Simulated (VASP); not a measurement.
# SnTe (Fm-3m) in VASP: single point with LDA

Aim: the single point of SnTe with LDA.

Everything below comes from runs of VASP 6.6.1. Logs are shortened: lines on timing, memory, paths and dates and some standing lists are left out, and cuts for length are marked.

**1. The cell of the first run**

It takes space group Fm-3m (No. 225, cubic). Conventional cell: a = 6.302 Å, b = 6.302 Å, c = 6.302 Å, α = 90.00°, β = 90.00°, γ = 90.00°. Sn (site symmetry m-3m) has 6 Te at 3.15 Å within 4.1 Å. Within 4.1 Å of Te (site symmetry m-3m) lie 6 Sn at 3.15 Å.

**2. Single point, LDA**

File INCAR:

```
SYSTEM = SnTe
PREC = Accurate
ENCUT = 520
EDIFF = 1E-7
ISMEAR = 0
SIGMA = 0.01
LREAL = .False.
LASPH = .True.
NELM = 80
ALGO = Normal
ISIF = 2
LWAVE = .False.
LCHARG = .False.
NBANDS = 17
```

File KPOINTS:

```
Automatic mesh
0
Gamma
  3 3 3
  0 0 0
```

File POSCAR:

```
SnTe
1.0
    0.0000000000      3.1508500000      3.1508500000
    3.1508500000      0.0000000000      3.1508500000
    3.1508500000      3.1508500000      0.0000000000
Sn Te
1 1
Direct
    0.0000000000      0.0000000000      0.0000000000
    0.5000000000      0.5000000000      0.5000000000
```

Potentials or basis: VASP PAW LDA potentials, release 64 (Sn_d, Te).

On the command line:

```bash
cat potpaw_LDA.64/Sn_d/POTCAR potpaw_LDA.64/Te/POTCAR > POTCAR
mpirun -np 1 vasp_std > vasp.out
```

OUTCAR:

```text
SYSTEM = SnTe
   PREC = Accurate
   ENCUT = 520
   EDIFF = 1E-7
   ISMEAR = 0
   LREAL = .False.
   LASPH = .True.
   NELM = 80
   ISIF = 2

 ion  position               nearest neighbor table
   1  0.000  0.000  0.000-   2 3.15   2 3.15   2 3.15   2 3.15   2 3.15   2 3.15
   2  0.500  0.500  0.500-   1 3.15   1 3.15   1 3.15   1 3.15   1 3.15   1 3.15

  LATTYP: Found a face centered cubic cell.
 ALAT       =     6.3017000000

  Lattice vectors:

 A1 = (   0.0000000000,   3.1508500000,   3.1508500000)
 A2 = (   3.1508500000,   0.0000000000,   3.1508500000)
 A3 = (   3.1508500000,   3.1508500000,   0.0000000000)

Analysis of symmetry for initial positions (statically):
=====================================================================
 Subroutine PRICEL returns:
 Original cell was already a primitive cell.

 Routine SETGRP: Setting up the symmetry group for a
 face centered cubic supercell.

 Subroutine GETGRP returns: Found 48 space group operations
 (whereof 48 operations were pure point group operations)
 out of a pool of 48 trial point group operations.

The static configuration has the point symmetry O_h .

Analysis of symmetry for dynamics (positions and initial velocities):
=====================================================================
 Subroutine PRICEL returns:
 Original cell was already a primitive cell.

 Routine SETGRP: Setting up the symmetry group for a
 face centered cubic supercell.

 Subroutine GETGRP returns: Found 48 space group operations
 (whereof 48 operations were pure point group operations)
 out of a pool of 48 trial point group operations.

The dynamic configuration has the point symmetry O_h .

 Subroutine INISYM returns: Found 48 space group operations
 (whereof 48 operations are pure point group operations),
 and found     1 'primitive' translations

----------------------------------------------------------------------------------------

                                     Primitive cell

  volume of cell :      62.5624

  direct lattice vectors                    reciprocal lattice vectors
     0.000000000  3.150850000  3.150850000    -0.158687338  0.158687338  0.158687338
     3.150850000  0.000000000  3.150850000     0.158687338 -0.158687338  0.158687338
     3.150850000  3.150850000  0.000000000     0.158687338  0.158687338 -0.158687338

  length of vectors
     4.455974803  4.455974803  4.455974803     0.274854533  0.274854533  0.274854533

  position of ions in fractional coordinates (direct lattice)
     0.000000000  0.000000000  0.000000000
     0.500000000  0.500000000  0.500000000
[... 56 lines left out ...]
   EDIFF  = 0.1E-06   stopping-criterion for ELM
   LREAL  =      F    real-space projection
   EDIFFG = 0.1E-05   stopping-criterion for IOM
   NSW    =      0    number of steps for IOM
   IBRION =     -1    ionic relax: 0-MD 1-quasi-New 2-CG
   NFREE  =      0    steps in history (QN), initial steepest desc. (CG)
   ISIF   =      2    stress and relaxation
   ISYM   =      2    0-nonsym 1-usesym 2-fastsym
   POTIM  = 0.5000    time-step for ionic-motion
   TEBEG  =    0.0;   TEEND  =   0.0 temperature during run
   PSTRESS=    0.0 pullay stress
   NELECT =      20.0000    total number of electrons
   NUPDOWN=      -1.0000    fix difference up-down
   EMIN   =  10.00;   EMAX   =-10.00  energy-range for DOS
   EFERMI =   0.00;   METHOD = LEGACY
   ISMEAR =     0;   SIGMA  =   0.01  broadening in eV -4-tet -1-fermi 0-gaus
   EFERMI_NEDOS =   21; number of points for ismear=-14 and -15
   IALGO  =     38    algorithm
   IMIX   =      4    mixing-type and parameters
     AMIX     =   0.40;   BMIX     =  1.00
     AMIX_MAG =   1.60;   BMIX_MAG =  1.00
  volume/ion in A,a.u.               =      31.28       211.10
  Fermi-wavevector in a.u.,A,eV,Ry     =   1.119387  2.115336 17.048485  1.253028
  Thomas-Fermi vector in A             =   2.256026
   LORBIT       =      0    0 simple, 1 ext, 2 COOP (PROOUT), +10 PAW based schemes
   GGA     = CA    functional components
   LHFCALC =     F    Hartree Fock is set to
   AEXX    =    0.0000 exact exchange contribution
   IVDW    =     0    specifies the selected vdW correction
   LEPSILON=     F    determine dielectric tensor
   LRPA    =     F    only Hartree local field effects (RPA)
 non-spin polarized calculation
 Gauss-broadening in eV      SIGMA  =   0.01
  energy-cutoff  :      520.00
  volume of cell :       62.56
 maximum number of plane-waves:      1700
 NGX is ok and might be reduce to    36
   NGX = 17   NGY = 17   NGZ = 17

 number of electron      19.9999998 magnetization

 Free energy of the ion-electron system (eV)
  ---------------------------------------------------
  ext. energy  EPLUGINS =         0.00000000
  ---------------------------------------------------
  free energy    TOTEN  =        -8.92043185 eV

  energy without entropy =       -8.92043185  energy(sigma->0) =       -8.92043185

 E-fermi :   6.1405     XC(G=0):  -9.7465

 val. band max:        6.0826519866   @ k =   0.3333   0.0000   0.0000
 cond. band min:       7.6518046954   @ k =   0.3333   0.0000   0.0000
 fundamental gap:      1.5691527088
 Fermi energy:         6.1404980671

 k-point     1 :       0.0000    0.0000    0.0000
  band No.  band energies     occupation
      1     -15.0846      2.00000
      2     -15.0846      2.00000
      3     -15.0743      2.00000
      4     -15.0743      2.00000
      5     -15.0743      2.00000
      6      -6.0951      2.00000
[... 57 lines left out ...]
      4     -15.0678      2.00000
      5     -15.0658      2.00000
      6      -4.5352      2.00000
[... 9 lines left out ...]
     16      14.3900      0.00000
     17      16.6806      0.00000

------------------------ aborting loop because EDIFF is reached ----------------------------------------

  FORCE on cell =-STRESS in cart. coord.  units (eV):
  Direction    XX          YY          ZZ          XY          YZ          ZX
  --------------------------------------------------------------------------------------
  -------------------------------------------------------------------------------------
  Total       -0.5790871     -0.5790871     -0.5790871      0.0000000      0.0000000     -0.0000000
  in kB      -14.8300051    -14.8300051    -14.8300051      0.0000000      0.0000000     -0.0000000
  external PRESSURE =     -14.8300051 kB  Pullay stress =       0.0000000 kB

 VOLUME and BASIS-vectors are now :
 -----------------------------------------------------------------------------
  energy-cutoff  :      520.00
  volume of cell :       62.56
      direct lattice vectors                 reciprocal lattice vectors
     0.000000000  3.150850000  3.150850000    -0.158687338  0.158687338  0.158687338
     3.150850000  0.000000000  3.150850000     0.158687338 -0.158687338  0.158687338
     3.150850000  3.150850000  0.000000000     0.158687338  0.158687338 -0.158687338

 POSITION                                       TOTAL-FORCE (eV/Angst)
 -----------------------------------------------------------------------------------
      0.00000      0.00000      0.00000        -0.000000      0.000000      0.000000
      3.15085      3.15085      3.15085         0.000000     -0.000000     -0.000000
 -----------------------------------------------------------------------------------
    total drift:                               -0.000000      0.000000      0.000000

  FREE ENERGIE OF THE ION-ELECTRON SYSTEM (eV)
  ---------------------------------------------------
  free  energy   TOTEN  =        -8.9204318480 eV

  energy  without entropy=       -8.9204318480  energy(sigma->0) =       -8.92043185
```

Run time: 4.2 s. Hardware: 1 thread of Intel Xeon Platinum 8559C (Emerald Rapids), shared host; peak memory 0.16 GiB.

Results:

| Property | Result |
| --- | --- |
| Free energy | -8.9204 eV |
| Pressure | -1.5 GPa |

Levels at points of the mesh, in eV from the Fermi level:
```csv
k point,band 7,band 8,band 9,band 10,band 11,band 12,band 13,band 14
"(0.00, 0.00, 0.00)",-4.21,-1.54,-1.54,-1.54,3.87,3.87,3.87,5.37
```

Caveat: the k points lie up to 0.58 Å⁻¹ apart; this odd mesh misses L, where the gap lies, so gap, dielectric constants and Born charges aren't listed; spin-orbit coupling is left out, which moves the levels of the heavy elements.
